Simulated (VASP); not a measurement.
Write the native input for VASP 6.6.1 that does the following.

```yaml
Task: single point
Functional: PBE
Potentials_or_basis: VASP PAW PBE potentials, release 64 (Ru_pv)
Cutoff: 520 eV
k_mesh: 8 × 8 × 8
Occupations: gaussian, width 0.1 eV
Spin: no spin polarisation
Dipole_correction: no
Further_INCAR_settings: ALGO = Fast; EDIFF = 1e-06; NBANDS = 66
```

The structure of Ru lies in POSCAR:

```
Ru
1.0
    4.8445799641      0.0000000000      0.0000000000
    0.0000000000      4.8445799641      0.0000000000
    0.0000000000      0.0000000000      4.8445799641
Ru
8
Direct
    0.5000000000      0.5000000000      0.5000000000
    0.0000000000      0.0000000000      0.0000000000
    0.2500000000      0.0000000000      0.5000000000
    0.5000000000      0.2500000000      0.0000000000
    0.5000000000      0.7500000000      0.0000000000
    0.7500000000      0.0000000000      0.5000000000
    0.0000000000      0.5000000000      0.7500000000
    0.0000000000      0.5000000000      0.2500000000
```

One way to write it, as run:

INCAR

```
ALGO     = Fast           # electronic algorithm
EDIFF    = 1E-6           # SCF threshold, eV
ENCUT    = 520            # plane-wave cutoff, eV
GGA      = PE             # functional
ISIF     = 2              # what is computed and relaxed
ISMEAR   = 0              # smearing method
LASPH    = True           # aspherical terms in the spheres
LCHARG   = False          # write CHGCAR
LREAL    = False          # projectors in reciprocal space
LWAVE    = False          # write WAVECAR
NBANDS   = 66             # bands
NELM     = 100            # most SCF steps
PREC     = Accurate       # precision mode
SIGMA    = 0.1            # smearing width, eV
```

KPOINTS

```
k-points
0
Gamma
  8 8 8
```

Potentials or basis: VASP PAW PBE potentials, release 64 (Ru_pv).

Run with:

```sh
$ cat potpaw_PBE.64/Ru_pv/POTCAR > POTCAR
$ mpirun -np 1 vasp_std > vasp.out
```

It gave:

* Pressure: 0.0 GPa
* Band gap on the k mesh: zero (bands 56 and 57 overlap by 0.86 eV)

It took 6.6 min on 1 thread of Intel Xeon 8259CL (shared host), peak memory 0.32 GiB.
